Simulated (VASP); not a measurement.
Here is a VASP 6.6.1 calculation.

Contents of INCAR:

```
PREC = Accurate
ENCUT = 600
EDIFF = 1E-6
ISMEAR = 0
SIGMA = 0.01
LREAL = F
LASPH = T
NELM = 120
ALGO = Normal
ISIF = 2
LWAVE = F
LCHARG = F
GGA = PE
NBANDS = 19
GGA_COMPAT = F
```

The input KPOINTS:

```
Automatic mesh
0
Gamma
  5 5 5
```

Contents of POSCAR:

```
CaF2
1.0
    0.0000000000      2.6847029205      2.6847029205
    2.6847029205      0.0000000000      2.6847029205
    2.6847029205      2.6847029205      0.0000000000
Ca F
1 2
Direct
    0.0000000000      0.0000000000      0.0000000000
    0.2500000000      0.2500000000      0.2500000000
    0.7500000000      0.7500000000      0.7500000000
```

Potentials or basis: VASP PAW PBE potentials, release 64 (Ca_sv, F).

Launch:

```bash
$ cat potpaw_PBE.64/Ca_sv/POTCAR potpaw_PBE.64/F/POTCAR > POTCAR
$ mpirun -np 1 vasp_std > vasp.out
```

(1) What does it give for the band gap on the k mesh?

(2) Estimate the pressure.

Results:

(1) 7.66 eV, indirect (least direct gap 7.85 eV).

(2) 7.5 GPa.
